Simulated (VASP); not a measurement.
Write the native input for VASP 6.6.1 that does the following.

```
Task                   : single point
Functional             : PBE
Potentials or basis    : VASP PAW PBE potentials, release 64 (C)
Cutoff                 : 520 eV
k mesh                 : 12 × 12 × 12
Occupations            : gaussian, width 0.05 eV
Spin                   : no spin polarisation
Dipole correction      : no
Further INCAR settings : ALGO = Normal; EDIFF = 1e-07; NBANDS = 11
```

The structure of C lies in POSCAR:

```
C
1.0
    0.0000000000      1.8996904833      1.6920862354
    1.7657522588      0.0000000000      1.6920862354
    1.7657522588      1.8996904833      0.0000000000
C
2
Direct
    0.5000000000      0.5000000000      0.5000000000
    0.7500000000      0.7500000000      0.7500000000
```

This cell differs from its parent crystal: strain +e along x and -e along y -0.0375, strain +e along z and -e/2 along x and y -0.0525.

These files were run (other wordings do the same):

INCAR

```
SYSTEM = C
PREC = Accurate ; ENCUT = 520
EDIFF = 1E-7 ; ISMEAR = 0
SIGMA = 0.05 ; LREAL = .FALSE.
LASPH = .TRUE. ; NELM = 100
ALGO = Normal ; ISIF = 2
LWAVE = .FALSE. ; LCHARG = .FALSE.
GGA = PE ; NBANDS = 11
```

KPOINTS

```
Automatic mesh
0
G
  12 12 12
  0 0 0
```

Potentials or basis: VASP PAW PBE potentials, release 64 (C).

Launch:

```console
$ cat potpaw_PBE.64/C/POTCAR > POTCAR
$ mpirun -np 1 vasp_std > vasp.out
```

Results of the run:

| Quantity | Value |
| --- | --- |
| Pressure | 2.4 GPa |
| Band gap on the k mesh | 2.21 eV, indirect (least direct gap 4.26 eV) |

Caveat: the cell differs from its parent crystal (strain +e along x and -e along y -0.0375, strain +e along z and -e/2 along x and y -0.0525).

Wall time 45 s on 1 thread of Intel Xeon 8259CL, with other jobs on the host, peak memory 0.14 GiB.
